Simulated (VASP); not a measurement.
# PbS (Pm-3m) in VASP: notebook

The runs below take PbS through single point, with PBEsol.

Program: VASP 6.6.1. These are calculated values, not measurements. Logs are shortened: lines on timing, memory, paths and dates and some standing lists are left out, and cuts for length are marked.

## 1. The cell of the first run

Symmetry: Pm-3m, No. 221, cubic system. Conventional cell: a = 3.587 Å, b = 3.587 Å, c = 3.587 Å, α = 90.00°, β = 90.00°, γ = 90.00°. Pb (site symmetry m-3m) has 8 S at 3.11 Å and 6 Pb at 3.59 Å within 4.1 Å. Within 4.1 Å of S (site symmetry m-3m) lie 8 Pb at 3.11 Å and 6 S at 3.59 Å.

## 2. Single point, PBEsol

File INCAR:

```
SYSTEM = PbS
PREC = Accurate
ENCUT = 500
EDIFF = 1E-6
ISMEAR = 0
SIGMA = 0.05
LREAL = .False.
LASPH = .True.
NELM = 120
ALGO = Normal
ISIF = 2
LWAVE = .False.
LCHARG = .False.
GGA = PS
NBANDS = 17
GGA_COMPAT = .False.
```

File KPOINTS:

```
regular mesh
0
Gamma
  6 6 6
  0 0 0
```

File POSCAR:

```
PbS
1.0
    3.5873162199      0.0000000000      0.0000000000
    0.0000000000      3.5873162199      0.0000000000
    0.0000000000      0.0000000000      3.5873162199
Pb S
1 1
Direct
    0.0000000000      0.0000000000      0.0000000000
    0.5000000000      0.5000000000      0.5000000000
```

Potentials or basis: VASP PAW PBE potentials, release 64 (Pb_d, S).

The run is started by

```sh
$ cat potpaw_PBE.64/Pb_d/POTCAR potpaw_PBE.64/S/POTCAR > POTCAR
$ mpirun -np 1 vasp_std > vasp.out
```

OUTCAR:

```text
SYSTEM = PbS
   PREC = Accurate
   ENCUT = 500
   EDIFF = 1E-6
   ISMEAR = 0
   LREAL = .False.
   LASPH = .True.
   NELM = 120
   ISIF = 2
   GGA = PS

 ion  position               nearest neighbor table
   1  0.000  0.000  0.000-   2 3.11   2 3.11   2 3.11   2 3.11   2 3.11   2 3.11   2 3.11   2 3.11

   2  0.500  0.500  0.500-   1 3.11   1 3.11   1 3.11   1 3.11   1 3.11   1 3.11   1 3.11   1 3.11

  LATTYP: Found a simple cubic cell.
 ALAT       =     3.5873162199

  Lattice vectors:

 A1 = (   3.5873162199,   0.0000000000,   0.0000000000)
 A2 = (   0.0000000000,   3.5873162199,   0.0000000000)
 A3 = (   0.0000000000,   0.0000000000,   3.5873162199)

Analysis of symmetry for initial positions (statically):
=====================================================================
 Subroutine PRICEL returns:
 Original cell was already a primitive cell.

 Routine SETGRP: Setting up the symmetry group for a
 simple cubic supercell.

 Subroutine GETGRP returns: Found 48 space group operations
 (whereof 48 operations were pure point group operations)
 out of a pool of 48 trial point group operations.

The static configuration has the point symmetry O_h .

Analysis of symmetry for dynamics (positions and initial velocities):
=====================================================================
 Subroutine PRICEL returns:
 Original cell was already a primitive cell.

 Routine SETGRP: Setting up the symmetry group for a
 simple cubic supercell.

 Subroutine GETGRP returns: Found 48 space group operations
 (whereof 48 operations were pure point group operations)
 out of a pool of 48 trial point group operations.

The dynamic configuration has the point symmetry O_h .

 Subroutine INISYM returns: Found 48 space group operations
 (whereof 48 operations are pure point group operations),
 and found     1 'primitive' translations

----------------------------------------------------------------------------------------

                                     Primitive cell

  volume of cell :      46.1646

  direct lattice vectors                    reciprocal lattice vectors
     3.587316220  0.000000000  0.000000000     0.278759925  0.000000000  0.000000000
     0.000000000  3.587316220  0.000000000     0.000000000  0.278759925  0.000000000
     0.000000000  0.000000000  3.587316220     0.000000000  0.000000000  0.278759925

  length of vectors
     3.587316220  3.587316220  3.587316220     0.278759925  0.278759925  0.278759925

  position of ions in fractional coordinates (direct lattice)
     0.000000000  0.000000000  0.000000000
     0.500000000  0.500000000  0.500000000

  ion indices of the primitive-cell ions
   primitive index   ion index
                 1           1
                 2           2

----------------------------------------------------------------------------------------

 KPOINTS: regular mesh

Automatic generation of k-mesh.
 Grid dimensions read from file:
 generate k-points for:    6    6    6

 Generating k-lattice:

  Cartesian coordinates                     Fractional coordinates (reciprocal lattice)
     0.046459987  0.000000000  0.000000000     0.166666667  0.000000000  0.000000000
     0.000000000  0.046459987  0.000000000     0.000000000  0.166666667  0.000000000
     0.000000000  0.000000000  0.046459987     0.000000000  0.000000000  0.166666667

  Length of vectors
     0.046459987  0.046459987  0.046459987

  Shift w.r.t. Gamma in fractional coordinates (k-lattice)
     0.000000000  0.000000000  0.000000000

 Subroutine IBZKPT returns following result:
 ===========================================

 Found     20 irreducible k-points:

 Following reciprocal coordinates:
            Coordinates               Weight
  0.000000  0.000000  0.000000      1.000000
  0.166667  0.000000  0.000000      6.000000
  0.333333  0.000000  0.000000      6.000000
  0.500000  0.000000  0.000000      3.000000
  0.166667  0.166667  0.000000     12.000000
  0.333333  0.166667  0.000000     24.000000
[... 12 lines left out ...]
  0.500000  0.500000  0.333333      6.000000
  0.500000  0.500000  0.500000      1.000000
   k-points           NKPTS =     20   k-points in BZ     NKDIM =     20   number of bands    NBANDS=     17
   number of dos      NEDOS =    301   number of ions     NIONS =      2
   total plane-waves  NPLWV =  21952
   dimension x,y,z NGX =    28 NGY =   28 NGZ =   28
   dimension x,y,z NGXF=    56 NGYF=   56 NGZF=   56
   ions per type =               1   1
   NGX,Y,Z   is equivalent  to a cutoff of  12.98, 12.98, 12.98 a.u.
   NGXF,Y,Z  is equivalent  to a cutoff of  25.95, 25.95, 25.95 a.u.
 SYSTEM =  PbS
   PREC   = accura    normal or accurate (medium, high low for compatibility)
   ISTART =      0    job   : 0-new  1-cont  2-samecut
   ICHARG =      2    charge: 1-file 2-atom 10-const
   ISPIN  =      1    spin polarized calculation?
   LNONCOLLINEAR =      F non collinear calculations
   LSORBIT =      F    spin-orbit coupling
   LASPH  =      T    aspherical Exc in radial PAW
   ENCUT  =  500.0 eV  36.75 Ry    6.06 a.u.   6.54  6.54  6.54*2*pi/ulx,y,z
   NELM   =    120;   NELMIN=  2; NELMDL= -5     # of ELM steps
   EDIFF  = 0.1E-05   stopping-criterion for ELM
   LREAL  =      F    real-space projection
   EDIFFG = 0.1E-04   stopping-criterion for IOM
   NSW    =      0    number of steps for IOM
   IBRION =     -1    ionic relax: 0-MD 1-quasi-New 2-CG
   NFREE  =      0    steps in history (QN), initial steepest desc. (CG)
   ISIF   =      2    stress and relaxation
   ISYM   =      2    0-nonsym 1-usesym 2-fastsym
   POTIM  = 0.5000    time-step for ionic-motion
   TEBEG  =    0.0;   TEEND  =   0.0 temperature during run
   PSTRESS=    0.0 pullay stress
   NELECT =      20.0000    total number of electrons
   NUPDOWN=      -1.0000    fix difference up-down
   EMIN   =  10.00;   EMAX   =-10.00  energy-range for DOS
   EFERMI =   0.00;   METHOD = LEGACY
   ISMEAR =     0;   SIGMA  =   0.05  broadening in eV -4-tet -1-fermi 0-gaus
   EFERMI_NEDOS =   21; number of points for ismear=-14 and -15
   IALGO  =     38    algorithm
   IMIX   =      4    mixing-type and parameters
     AMIX     =   0.40;   BMIX     =  1.00
     AMIX_MAG =   1.60;   BMIX_MAG =  1.00
  volume/ion in A,a.u.               =      23.08       155.77
  Fermi-wavevector in a.u.,A,eV,Ry     =   1.238745  2.340888 20.877985  1.534489
  Thomas-Fermi vector in A             =   2.373257
   LORBIT       =      0    0 simple, 1 ext, 2 COOP (PROOUT), +10 PAW based schemes
   GGA     = PS    functional components
   LHFCALC =     F    Hartree Fock is set to
   AEXX    =    0.0000 exact exchange contribution
   IVDW    =     0    specifies the selected vdW correction
   LEPSILON=     F    determine dielectric tensor
   LRPA    =     F    only Hartree local field effects (RPA)
 non-spin polarized calculation
 Gauss-broadening in eV      SIGMA  =   0.05
  energy-cutoff  :      500.00
  volume of cell :       46.16
 maximum number of plane-waves:      1208
 NGX is ok and might be reduce to    28
   NGX = 13   NGY = 13   NGZ = 13

 number of electron      20.0000000 magnetization

 Free energy of the ion-electron system (eV)
  ---------------------------------------------------
  ext. energy  EPLUGINS =         0.00000000
  ---------------------------------------------------
  free energy    TOTEN  =        -9.01185969 eV

  energy without entropy =       -9.00953621  energy(sigma->0) =       -9.01069795

 E-fermi :   6.6918     XC(G=0): -10.6179

 val. band max:        6.6484703808   @ k =   0.5000   0.0000   0.0000
 cond. band min:       6.7092958906   @ k =   0.1667   0.1667   0.1667
 fundamental gap:      0.0608255097
 Fermi energy:         6.6917701509

 k-point     1 :       0.0000    0.0000    0.0000
  band No.  band energies     occupation
      1     -10.1943      2.00000
      2     -10.1943      2.00000
      3      -9.9429      2.00000
      4      -9.9429      2.00000
      5      -9.9429      2.00000
      6      -6.9163      2.00000
[... 9 lines left out ...]
     16      19.5821      0.00000
     17      19.5821      0.00000

 k-point     2 :       0.1667    0.0000    0.0000
  band No.  band energies     occupation
      1     -10.1911      2.00000
      2     -10.1472      2.00000
      3      -9.9612      2.00000
      4      -9.9612      2.00000
      5      -9.9411      2.00000
      6      -6.6613      2.00000
[... 9 lines left out ...]
     16      19.1137      0.00000
     17      19.3629      0.00000

 k-point     3 :       0.3333    0.0000    0.0000
  band No.  band energies     occupation
      1     -10.1846      2.00000
      2     -10.0541      2.00000
      3      -9.9976      2.00000
      4      -9.9976      2.00000
      5      -9.9375      2.00000
      6      -5.9827      2.00000
[... 9 lines left out ...]
     16      17.1874      0.00000
     17      19.4950      0.00000

 k-point     4 :       0.5000    0.0000    0.0000
  band No.  band energies     occupation
      1     -10.1813      2.00000
      2     -10.0155      2.00000
      3     -10.0155      2.00000
      4     -10.0081      2.00000
      5      -9.9357      2.00000
      6      -5.4526      2.00000
[... 9 lines left out ...]
     16      19.4650      0.00000
     17      20.9604      0.00000
[... 263 lines left out ...]
      1     -10.1037      2.00000
      2     -10.0804      2.00000
      3     -10.0549      2.00000
      4      -9.9544      2.00000
      5      -9.9030      2.00000
      6      -4.4813      2.00000
[... 9 lines left out ...]
     16      18.8719      0.00000
     17      22.5757      0.00000

 k-point    19 :       0.5000    0.5000    0.3333
  band No.  band energies     occupation
      1     -10.1201      2.00000
      2     -10.0776      2.00000
      3     -10.0776      2.00000
      4      -9.9279      2.00000
      5      -9.8739      2.00000
      6      -4.3621      2.00000
[... 9 lines left out ...]
     16      19.7674      0.00000
     17      23.1506      0.00000

 k-point    20 :       0.5000    0.5000    0.5000
  band No.  band energies     occupation
      1     -10.1025      2.00000
      2     -10.1025      2.00000
      3     -10.1025      2.00000
      4      -9.8730      2.00000
      5      -9.8730      2.00000
      6      -4.2969      2.00000
[... 9 lines left out ...]
     16      20.7899      0.00000
     17      23.3131      0.00000

------------------------ aborting loop because EDIFF is reached ----------------------------------------

  FORCE on cell =-STRESS in cart. coord.  units (eV):
  Direction    XX          YY          ZZ          XY          YZ          ZX
  --------------------------------------------------------------------------------------
  -------------------------------------------------------------------------------------
  Total       -0.1001470     -0.1001470     -0.1001470      0.0000000      0.0000000     -0.0000000
  in kB       -3.4756770     -3.4756770     -3.4756770      0.0000000      0.0000000     -0.0000000
  external PRESSURE =      -3.4756770 kB  Pullay stress =       0.0000000 kB

 VOLUME and BASIS-vectors are now :
 -----------------------------------------------------------------------------
  energy-cutoff  :      500.00
  volume of cell :       46.16
      direct lattice vectors                 reciprocal lattice vectors
     3.587316220  0.000000000  0.000000000     0.278759925  0.000000000  0.000000000
     0.000000000  3.587316220  0.000000000     0.000000000  0.278759925  0.000000000
     0.000000000  0.000000000  3.587316220     0.000000000  0.000000000  0.278759925

 POSITION                                       TOTAL-FORCE (eV/Angst)
 -----------------------------------------------------------------------------------
      0.00000      0.00000      0.00000         0.000000      0.000000      0.000000
      1.79366      1.79366      1.79366         0.000000      0.000000      0.000000
 -----------------------------------------------------------------------------------
    total drift:                               -0.000000      0.000000      0.000000

  FREE ENERGIE OF THE ION-ELECTRON SYSTEM (eV)
  ---------------------------------------------------
  free  energy   TOTEN  =        -9.0118596862 eV

  energy  without entropy=       -9.0095362078  energy(sigma->0) =       -9.01069795
```

Run time: 15 s. Hardware: 1 thread of Intel Xeon 8259CL, shared host; peak memory 0.16 GiB.

What came out:

- Free energy: -9.0119 eV
- Pressure: -0.3 GPa
- Band gap on the k mesh: zero (band 10 reaches 6.71 eV, above the bottom of band 11 at 5.92 eV)

Caveat: the PAW data sets were made with another functional, which shifts forces and pressure a little; spin-orbit coupling is left out, which moves the levels of the heavy elements.

## 3. Single point, PBEsol

This run uses another cell than the first one, of 23.95 Å³/atom, 1.038 times its volume.

File INCAR:

```
PREC = Accurate ; ENCUT = 500
EDIFF = 1E-6 ; ISMEAR = 0
SIGMA = 0.05 ; LREAL = F
LASPH = T ; NELM = 120
ALGO = Normal ; ISIF = 2
LWAVE = F ; LCHARG = F
GGA = PS ; NBANDS = 17
GGA_COMPAT = F
```

File KPOINTS:

```
regular mesh
0
Gamma
  6 6 6
```

File POSCAR:

```
PbS
1.0
    3.6316301868      0.0000000000      0.0000000000
    0.0000000000      3.6316301868      0.0000000000
    0.0000000000      0.0000000000      3.6316301868
Pb S
1 1
Direct
    0.0000000000      0.0000000000      0.0000000000
    0.5000000000      0.5000000000      0.5000000000
```

Potentials or basis: VASP PAW PBE potentials, release 64 (Pb_d, S).

The run is started by

```sh
$ cat potpaw_PBE.64/Pb_d/POTCAR potpaw_PBE.64/S/POTCAR > POTCAR
$ mpirun -np 1 vasp_std > vasp.out
```

OUTCAR:

```text
PREC = Accurate
   ENCUT = 500
   EDIFF = 1E-6
   ISMEAR = 0
   LREAL = F
   LASPH = T
   NELM = 120
   ISIF = 2
   GGA = PS

 ion  position               nearest neighbor table
   1  0.000  0.000  0.000-   2 3.15   2 3.15   2 3.15   2 3.15   2 3.15   2 3.15   2 3.15   2 3.15

   2  0.500  0.500  0.500-   1 3.15   1 3.15   1 3.15   1 3.15   1 3.15   1 3.15   1 3.15   1 3.15

  LATTYP: Found a simple cubic cell.
 ALAT       =     3.6316301868

  Lattice vectors:

 A1 = (   3.6316301868,   0.0000000000,   0.0000000000)
 A2 = (   0.0000000000,   3.6316301868,   0.0000000000)
 A3 = (   0.0000000000,   0.0000000000,   3.6316301868)

Analysis of symmetry for initial positions (statically):
=====================================================================
 Subroutine PRICEL returns:
 Original cell was already a primitive cell.

 Routine SETGRP: Setting up the symmetry group for a
 simple cubic supercell.

 Subroutine GETGRP returns: Found 48 space group operations
 (whereof 48 operations were pure point group operations)
[... 156 lines left out ...]
  free energy    TOTEN  =        -8.99851007 eV

  energy without entropy =       -8.99744340  energy(sigma->0) =       -8.99797673

 E-fermi :   6.2611     XC(G=0): -10.4377

 val. band max:        6.2506556719   @ k =   0.1667   0.1667   0.1667
 cond. band min:       6.3500594629   @ k =   0.5000   0.3333   0.3333
 fundamental gap:      0.0994037911
 Fermi energy:         6.2610978728

 k-point     1 :       0.0000    0.0000    0.0000
  band No.  band energies     occupation
      1     -10.6386      2.00000
      2     -10.6386      2.00000
      3     -10.4132      2.00000
      4     -10.4132      2.00000
      5     -10.4132      2.00000
      6      -7.0686      2.00000
[... 377 lines left out ...]
      4     -10.3541      2.00000
      5     -10.3541      2.00000
      6      -4.6382      2.00000
[... 9 lines left out ...]
     16      19.9833      0.00000
     17      22.7377      0.00000

------------------------ aborting loop because EDIFF is reached ----------------------------------------

  FORCE on cell =-STRESS in cart. coord.  units (eV):
  Direction    XX          YY          ZZ          XY          YZ          ZX
  --------------------------------------------------------------------------------------
  -------------------------------------------------------------------------------------
  Total       -0.6887149     -0.6887149     -0.6887149      0.0000000     -0.0000000      0.0000000
  in kB      -23.0380227    -23.0380227    -23.0380227      0.0000000     -0.0000000      0.0000000
  external PRESSURE =     -23.0380227 kB  Pullay stress =       0.0000000 kB

 VOLUME and BASIS-vectors are now :
 -----------------------------------------------------------------------------
  energy-cutoff  :      500.00
  volume of cell :       47.90
      direct lattice vectors                 reciprocal lattice vectors
     3.631630187  0.000000000  0.000000000     0.275358434  0.000000000  0.000000000
     0.000000000  3.631630187  0.000000000     0.000000000  0.275358434  0.000000000
     0.000000000  0.000000000  3.631630187     0.000000000  0.000000000  0.275358434

 POSITION                                       TOTAL-FORCE (eV/Angst)
 -----------------------------------------------------------------------------------
      0.00000      0.00000      0.00000         0.000000      0.000000      0.000000
      1.81582      1.81582      1.81582         0.000000      0.000000      0.000000
 -----------------------------------------------------------------------------------
    total drift:                               -0.000000      0.000000      0.000000

  FREE ENERGIE OF THE ION-ELECTRON SYSTEM (eV)
  ---------------------------------------------------
  free  energy   TOTEN  =        -8.9985100658 eV

  energy  without entropy=       -8.9974433969  energy(sigma->0) =       -8.99797673
```

stdout:

```text
POSCAR found type information on POSCAR PbS
 POSCAR found :  2 types and       2 ions
 scaLAPACK will be used
 -----------------------------------------------------------------------------
|                                                                             |
|                                                                             |
|     You enforced a specific xc type in the INCAR file but a different       |
|     I HOPE YOU KNOW WHAT YOU ARE DOING!                                     |
|                                                                             |
 -----------------------------------------------------------------------------

 LDA part: xc-table for (Slater+PW92), standard interpolation
 POSCAR, INCAR and KPOINTS ok, starting setup
 FFT: planning ... GRIDC
 FFT: planning ... GRID_SOFT
 FFT: planning ... GRID
 WAVECAR not read
 entering main loop
```

It took 18 s on 1 thread of Intel Xeon 8259CL, shared host; peak memory 0.16 GiB.

Results:

```
Free energy            : -8.9985 eV
Pressure               : -2.3 GPa
Band gap on the k mesh : zero (band 10 reaches 6.25 eV, above the bottom of band 11 at 5.59 eV)
```

Caveat: the PAW data sets were made with another functional, which shifts forces and pressure a little; spin-orbit coupling is left out, which moves the levels of the heavy elements.

(Continued in part 2 of 2.)
